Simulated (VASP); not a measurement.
# Be (P6/mmm) in VASP: notebook

The runs below take Be through single point, with PBEsol.

Program: VASP 6.6.1. These are calculated values, not measurements. Logs are shortened: lines on timing, memory, paths and dates and some standing lists are left out, and cuts for length are marked.

### Step 1. The cell of the first run

Symmetry: P6/mmm, No. 191, hexagonal system. The conventional cell has a = 3.463 Å, b = 3.463 Å, c = 2.124 Å, α = 90.00°, β = 90.00°, γ = 120.00°. Within 2.8 Å of Be (site symmetry 6/mmm) lie 14 Be at 2.12 to 2.26 Å. Within 2.6 Å of Be (site symmetry -6m2) lie 11 Be at 2.00 to 2.26 Å.

This isn't the form of Be at room conditions, which is hcp.

### Step 2. Single point, PBEsol (7.35 Å³/atom)

Input file INCAR:

```
SYSTEM = Be
PREC = Accurate
ENCUT = 520
EDIFF = 1E-6
ISMEAR = -1
SIGMA = 0.1
LREAL = .False.
LASPH = .True.
NELM = 80
ALGO = Normal
ISIF = 2
LWAVE = .False.
LCHARG = .False.
GGA = PS
NBANDS = 10
```

Input file KPOINTS:

```
Automatic mesh
0
Gamma
  12 12 16
  0 0 0
```

Input file POSCAR:

```
Be
1.0
    3.4632203446      0.0000000000      0.0000000000
   -1.7316101723      2.9992367973      0.0000000000
    0.0000000000      0.0000000000      2.1235456498
Be
3
Direct
    1.0000000000      1.0000000000      1.0000000000
    0.3333333333      0.6666666667      0.5000000000
    0.6666666667      0.3333333333      0.5000000000
```

Potentials or basis: VASP PAW PBE potentials, release 64 (Be).

Command:

```console
> cat potpaw_PBE.64/Be/POTCAR > POTCAR
> mpirun -np 1 vasp_std > vasp.out
```

OUTCAR:

```text
SYSTEM = Be
   PREC = Accurate
   ENCUT = 520
   EDIFF = 1E-6
   ISMEAR = -1
   LREAL = .False.
   LASPH = .True.
   NELM = 80
   ISIF = 2
   GGA = PS

 ion  position               nearest neighbor table
   1  0.000  0.000  0.000-   2 2.26   3 2.26   2 2.26   3 2.26   2 2.26   2 2.26   3 2.26   3 2.26
                             3 2.26   3 2.26   2 2.26   2 2.26
   2  0.333  0.667  0.500-   3 2.00   3 2.00   3 2.00   1 2.26   1 2.26   1 2.26   1 2.26   1 2.26
                             1 2.26
   3  0.667  0.333  0.500-   2 2.00   2 2.00   2 2.00   1 2.26   1 2.26   1 2.26   1 2.26   1 2.26
                             1 2.26

  LATTYP: Found a hexagonal cell.
 ALAT       =     3.4632203446
 C/A-ratio  =     0.6131708175

  Lattice vectors:

 A1 = (   3.4632203446,   0.0000000000,   0.0000000000)
 A2 = (  -1.7316101723,   2.9992367973,   0.0000000000)
 A3 = (   0.0000000000,   0.0000000000,   2.1235456498)

Analysis of symmetry for initial positions (statically):
=====================================================================
 Subroutine PRICEL returns:
 Original cell was already a primitive cell.

 Routine SETGRP: Setting up the symmetry group for a
 hexagonal supercell.

 Subroutine GETGRP returns: Found 24 space group operations
 (whereof 24 operations were pure point group operations)
 out of a pool of 24 trial point group operations.

The static configuration has the point symmetry D_6h.

Analysis of symmetry for dynamics (positions and initial velocities):
=====================================================================
 Subroutine PRICEL returns:
 Original cell was already a primitive cell.

 Routine SETGRP: Setting up the symmetry group for a
 hexagonal supercell.

 Subroutine GETGRP returns: Found 24 space group operations
 (whereof 24 operations were pure point group operations)
 out of a pool of 24 trial point group operations.

The dynamic configuration has the point symmetry D_6h.

 Subroutine INISYM returns: Found 24 space group operations
 (whereof 24 operations are pure point group operations),
 and found     1 'primitive' translations

----------------------------------------------------------------------------------------

                                     Primitive cell

  volume of cell :      22.0573

  direct lattice vectors                    reciprocal lattice vectors
     3.463220345  0.000000000  0.000000000     0.288748592  0.166709078  0.000000000
    -1.731610172  2.999236797  0.000000000     0.000000000  0.333418155  0.000000000
     0.000000000  0.000000000  2.123545650     0.000000000  0.000000000  0.470910527

  length of vectors
     3.463220345  3.463220345  2.123545650     0.333418155  0.333418155  0.470910527

  position of ions in fractional coordinates (direct lattice)
     0.000000000  0.000000000  0.000000000
     0.333333333  0.666666667  0.500000000
     0.666666667  0.333333333  0.500000000

  ion indices of the primitive-cell ions
   primitive index   ion index
                 1           1
                 2           2
                 3           3

----------------------------------------------------------------------------------------

 KPOINTS: Automatic mesh

Automatic generation of k-mesh.
 Grid dimensions read from file:
 generate k-points for:   12   12   16

 Generating k-lattice:

  Cartesian coordinates                     Fractional coordinates (reciprocal lattice)
     0.024062383  0.013892423  0.000000000     0.083333333  0.000000000  0.000000000
     0.000000000  0.027784846  0.000000000     0.000000000  0.083333333  0.000000000
     0.000000000  0.000000000  0.029431908     0.000000000  0.000000000  0.062500000

  Length of vectors
     0.027784846  0.027784846  0.029431908

  Shift w.r.t. Gamma in fractional coordinates (k-lattice)
     0.000000000  0.000000000  0.000000000

 Subroutine IBZKPT returns following result:
 ===========================================

 Found    171 irreducible k-points:

 Following reciprocal coordinates:
            Coordinates               Weight
  0.000000  0.000000  0.000000      1.000000
  0.083333  0.000000  0.000000      6.000000
  0.166667  0.000000  0.000000      6.000000
  0.250000  0.000000  0.000000      6.000000
  0.333333  0.000000  0.000000      6.000000
  0.416667  0.000000  0.000000      6.000000
[... 16 lines left out ...]
  0.250000  0.000000  0.062500     12.000000
  0.333333  0.000000  0.062500     12.000000
 [... further k-points ...]
   k-points           NKPTS =    171   k-points in BZ     NKDIM =    171   number of bands    NBANDS=     10
   number of dos      NEDOS =    301   number of ions     NIONS =      3
   total plane-waves  NPLWV =  12544
   dimension x,y,z NGX =    28 NGY =   28 NGZ =   16
   dimension x,y,z NGXF=    56 NGYF=   56 NGZF=   32
   ions per type =               3
   NGX,Y,Z   is equivalent  to a cutoff of  13.44, 13.44, 12.53 a.u.
   NGXF,Y,Z  is equivalent  to a cutoff of  26.88, 26.88, 25.05 a.u.
 SYSTEM =  Be
   PREC   = accura    normal or accurate (medium, high low for compatibility)
   ISTART =      0    job   : 0-new  1-cont  2-samecut
   ICHARG =      2    charge: 1-file 2-atom 10-const
   ISPIN  =      1    spin polarized calculation?
   LNONCOLLINEAR =      F non collinear calculations
   LSORBIT =      F    spin-orbit coupling
   LASPH  =      T    aspherical Exc in radial PAW
   ENCUT  =  520.0 eV  38.22 Ry    6.18 a.u.   6.44  6.44  3.95*2*pi/ulx,y,z
   NELM   =     80;   NELMIN=  2; NELMDL= -5     # of ELM steps
   EDIFF  = 0.1E-05   stopping-criterion for ELM
   LREAL  =      F    real-space projection
   EDIFFG = 0.1E-04   stopping-criterion for IOM
   NSW    =      0    number of steps for IOM
   IBRION =     -1    ionic relax: 0-MD 1-quasi-New 2-CG
   NFREE  =      0    steps in history (QN), initial steepest desc. (CG)
   ISIF   =      2    stress and relaxation
   ISYM   =      2    0-nonsym 1-usesym 2-fastsym
   POTIM  = 0.5000    time-step for ionic-motion
   TEBEG  =    0.0;   TEEND  =   0.0 temperature during run
   PSTRESS=    0.0 pullay stress
   NELECT =       6.0000    total number of electrons
   NUPDOWN=      -1.0000    fix difference up-down
   EMIN   =  10.00;   EMAX   =-10.00  energy-range for DOS
   EFERMI =   0.00;   METHOD = LEGACY
   ISMEAR =    -1;   SIGMA  =   0.10  broadening in eV -4-tet -1-fermi 0-gaus
   EFERMI_NEDOS =   21; number of points for ismear=-14 and -15
   IALGO  =     38    algorithm
   IMIX   =      4    mixing-type and parameters
     AMIX     =   0.40;   BMIX     =  1.00
     AMIX_MAG =   1.60;   BMIX_MAG =  1.00
  volume/ion in A,a.u.               =       7.35        49.62
  Fermi-wavevector in a.u.,A,eV,Ry     =   1.060737  2.004502 15.308774  1.125163
  Thomas-Fermi vector in A             =   2.196129
   LORBIT       =      0    0 simple, 1 ext, 2 COOP (PROOUT), +10 PAW based schemes
   GGA     = PS    functional components
   LHFCALC =     F    Hartree Fock is set to
   AEXX    =    0.0000 exact exchange contribution
   IVDW    =     0    specifies the selected vdW correction
   LEPSILON=     F    determine dielectric tensor
   LRPA    =     F    only Hartree local field effects (RPA)
 non-spin polarized calculation
  energy-cutoff  :      520.00
  volume of cell :       22.06
 maximum number of plane-waves:       624
 NGX is ok and might be reduce to    28
   NGX = 13   NGY = 13   NGZ =  7

 number of electron       6.0000000 magnetization

 Free energy of the ion-electron system (eV)
  ---------------------------------------------------
  ext. energy  EPLUGINS =         0.00000000
  ---------------------------------------------------
  free energy    TOTEN  =       -11.37077563 eV

  energy without entropy =      -11.35340630  energy(sigma->0) =      -11.36209097

 E-fermi :   8.3596     XC(G=0): -10.8516

 val. band max:        8.3270749346   @ k =   0.2500   0.0000   0.3750
 cond. band min:       8.3695733076   @ k =   0.3333   0.3333   0.5000
 fundamental gap:      0.0424983730
 Fermi energy:         8.3596017556

 k-point     1 :       0.0000    0.0000    0.0000
  band No.  band energies     occupation
      1      -4.1162      2.00000
      2       6.9017      2.00000
      3       6.9017      2.00000
      4       7.1381      1.99999
      5       7.1381      1.99999
      6      14.4239      0.00000
      7      14.7157      0.00000
      8      19.6841      0.00000
      9      28.9298      0.00000
     10      28.9630      0.00000

 k-point     2 :       0.0833    0.0000    0.0000
  band No.  band energies     occupation
      1      -4.0333      2.00000
      2       5.5622      2.00000
      3       5.7795      2.00000
      4       8.1747      1.72804
      5       8.4795      0.46334
      6      14.7600      0.00000
      7      14.9963      0.00000
      8      19.7876      0.00000
      9      28.4967      0.00000
     10      28.7252      0.00000

 k-point     3 :       0.1667    0.0000    0.0000
  band No.  band energies     occupation
      1      -3.7847      2.00000
      2       4.0315      2.00000
      3       4.7688      2.00000
      4       8.8367      0.01680
      5      10.1466      0.00000
      6      15.5214      0.00000
      7      16.0305      0.00000
      8      20.0969      0.00000
      9      27.2933      0.00000
     10      27.8047      0.00000
[... 248 lines left out ...]
 k-point    23 :       0.2500    0.0000    0.0625
  band No.  band energies     occupation
      1      -3.2759      2.00000
      2       2.6550      2.00000
      3       4.1043      2.00000
      4       9.1445      0.00078
      5      12.1413      0.00000
      6      16.2623      0.00000
      7      17.5500      0.00000
      8      20.0634      0.00000
      9      25.7750      0.00000
     10      26.0575      0.00000

 k-point    24 :       0.3333    0.0000    0.0625
  band No.  band energies     occupation
      1      -2.6942      2.00000
      2       1.2792      2.00000
      3       3.5403      2.00000
      4       9.1842      0.00052
      5      14.2137      0.00000
      6      17.4515      0.00000
      7      19.5211      0.00000
      8      20.6247      0.00000
      9      23.8223      0.00000
     10      24.1261      0.00000

 [... further k-points ...]

------------------------ aborting loop because EDIFF is reached ----------------------------------------

  FORCE on cell =-STRESS in cart. coord.  units (eV):
  Direction    XX          YY          ZZ          XY          YZ          ZX
  --------------------------------------------------------------------------------------
  -------------------------------------------------------------------------------------
  Total        1.7188547      1.7188547      1.3501533      0.0000000     -0.0000000      0.0000000
  in kB      124.8525056    124.8525056     98.0711317      0.0000000     -0.0000000      0.0000000
  external PRESSURE =     115.9253809 kB  Pullay stress =       0.0000000 kB

 VOLUME and BASIS-vectors are now :
 -----------------------------------------------------------------------------
  energy-cutoff  :      520.00
  volume of cell :       22.06
      direct lattice vectors                 reciprocal lattice vectors
     3.463220345  0.000000000  0.000000000     0.288748592  0.166709078  0.000000000
    -1.731610172  2.999236797  0.000000000     0.000000000  0.333418155  0.000000000
     0.000000000  0.000000000  2.123545650     0.000000000  0.000000000  0.470910527

 POSITION                                       TOTAL-FORCE (eV/Angst)
 -----------------------------------------------------------------------------------
      0.00000      0.00000      0.00000        -0.000000      0.000000      0.000000
     -0.00000      1.99949      1.06177        -0.000000     -0.000000      0.000000
      1.73161      0.99975      1.06177         0.000000      0.000000     -0.000000
 -----------------------------------------------------------------------------------
    total drift:                                0.000000     -0.000000     -0.000000

  FREE ENERGIE OF THE ION-ELECTRON SYSTEM (eV)
  ---------------------------------------------------
  free  energy   TOTEN  =       -11.3707756307 eV

  energy  without entropy=      -11.3534063006  energy(sigma->0) =      -11.36209097
```

It took 39 s on 1 thread of Intel Xeon 8259CL, shared host; peak memory 0.15 GiB.

What came out:

- Free energy: -11.3708 eV
- Pressure: 11.6 GPa
- Band gap on the k mesh: zero (bands 3 and 4 overlap by 5.15 eV)

Levels at points of the mesh, in eV from the Fermi level:
```tsv
k point	band 1	band 2	band 3	band 4	band 5	band 6	band 7	band 8
(0.00, 0.00, 0.00)	-12.48	-1.46	-1.46	-1.22	-1.22	6.06	6.36	11.32
(0.50, 0.00, 0.00)	-9.52	-9.45	-5.40	0.78	10.21	10.63	12.12	12.42
(0.00, 0.00, 0.50)	-6.98	-5.94	3.92	3.92	4.50	6.22	6.22	7.36
(0.50, 0.00, 0.50)	-4.81	-4.80	-2.00	-0.40	1.34	3.91	6.21	7.12
```

Caveat: the cell stands under pressure; the PAW data sets were made with another functional, which shifts forces and pressure a little.

[end of part 1 of 2]
